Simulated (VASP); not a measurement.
A run of VASP 6.6.1:

POSCAR

```
GaN
1.0
    2.6141298017      0.0000000000      0.0000000000
    0.0000000000      2.6141298017      0.0000000000
    0.0000000000      0.0000000000      3.4263772758
Ga N
1 1
Direct
    0.5000000000      0.5000000000      0.5000000000
    0.0000000000      0.0000000000      0.0000000000
```

File INCAR.step1:

```
  ALGO = Normal
  EDIFF = 1E-4
  ENCUT = 600
  GGA = PE
  ISMEAR = 0
  ISPIN = 2
  LASPH = T
  LCHARG = F
  LREAL = F
  LWAVE = T
  MAGMOM = 0 0.63
  NELM = 150
  PREC = Accurate
  SIGMA = 0.1
```

Contents of INCAR.step2:

```
  ALGO = Normal
  EDIFF = 1E-6
  EDIFFG = -0.04
  ENCUT = 600
  IBRION = 2
  ISIF = 3
  ISMEAR = 0
  ISPIN = 2
  ISTART = 1
  LASPH = T
  LCHARG = F
  LMIXTAU = T
  LORBIT = 11
  LREAL = F
  LWAVE = F
  MAGMOM = 0 0.63
  METAGGA = R2SCAN
  NELM = 150
  NSW = 90
  PREC = Accurate
  SIGMA = 0.1
```

KPOINTS

```
k-points
0
Gamma
  6 6 6
```

Potentials or basis: VASP PAW PBE potentials, release 64 (Ga_d, N).

Run with:

```sh
$ cat potpaw_PBE.64/Ga_d/POTCAR potpaw_PBE.64/N/POTCAR > POTCAR
$ cp INCAR.step1 INCAR
$ mpirun -np 1 vasp_std > vasp.out
$ cp INCAR.step2 INCAR
$ mpirun -np 1 vasp_std > vasp.out
```

Hardware: 1 thread of Intel(R) Xeon(R) 6975P-C (Granite Rapids), on a shared host.

**Question.** Estimate the wall time of this run.

**Answer.** Run time: 5.9 min on 1 thread of Intel(R) Xeon(R) 6975P-C (Granite Rapids) (shared host), peak memory 0.21 GiB. Counts: k points 40, ion steps 11.
